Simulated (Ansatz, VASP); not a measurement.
# One calculation of Ta, two programs

File INCAR:

```
SYSTEM = Ta
PREC = Accurate ; ENCUT = 520
EDIFF = 1E-8 ; ISMEAR = -1
SIGMA = 0.05 ; LREAL = .FALSE.
LASPH = .TRUE. ; NELM = 80
ALGO = Normal ; ISIF = 2
LWAVE = .FALSE. ; LCHARG = .FALSE.
LEFG = .TRUE. ; NBANDS = 12
```

The input KPOINTS:

```
regular mesh
0
G
  14 14 14
  0 0 0
```

File POSCAR:

```
Ta
1.0
   -1.6549278069      1.6549278069      1.6549278069
    1.6549278069     -1.6549278069      1.6549278069
    1.6549278069      1.6549278069     -1.6549278069
Ta
1
Direct
    0.0000000000      0.0000000000      0.0000000000
```

Input for Ansatz:

```yaml
crystal:
  lattice:
    - [-1.6549278069, 1.6549278069, 1.6549278069]
    - [1.6549278069, -1.6549278069, 1.6549278069]
    - [1.6549278069, 1.6549278069, -1.6549278069]
  atoms:
    - { symbol: Ta, position: [0.0, 0.0, 0.0] }
kpoints:
  mp_grid: { grid: [14, 14, 14] }
  band_path:
    path:
      - [0.0, 0.0, 0.0]
      - [0.5, -0.5, 0.5]
      - [0.0, 0.0, 0.5]
      - [0.0, 0.0, 0.0]
      - [0.25, 0.25, 0.25]
      - [0.5, -0.5, 0.5]
      - [0.25, 0.25, 0.25]
      - [0.0, 0.0, 0.5]
    npoints: 8
scf:
  occupations: { method: fermi_dirac, width: 0.05 }
hamiltonian:
  xc: lda
  pseudopotentials: { kind: all_electron, datasets: crystal }
output:
  forces: true
  stress: true
  eigenvalues: true
  efg: { contact_densities: true }
```

Alike in both runs: task electric field gradients; functional LDA; k mesh 14 × 14 × 14; occupations fermi-dirac, width 0.05 eV; no spin polarisation.

|  | VASP | Ansatz |
| --- | --- | --- |
| version | VASP 6.6.1 | Ansatz 0.2.0 |
| potentials or method | VASP PAW LDA potentials, release 64 (Ta_pv), cutoff 520 eV | all-electron PAW with datasets made for the crystal, scalar-relativistic |

VASP gave:

| Item | Value |
| --- | --- |
| pressure (GPa) | -9.3 |

What did Ansatz give for the same quantities?

Pressure (GPa): -10.1.

LDA's correlation is that of Perdew and Zunger in VASP and of Perdew and Wang (1992) in Ansatz. Ansatz ran all-electron here, and VASP with PAW potentials.

Neither program's run includes spin-orbit coupling.
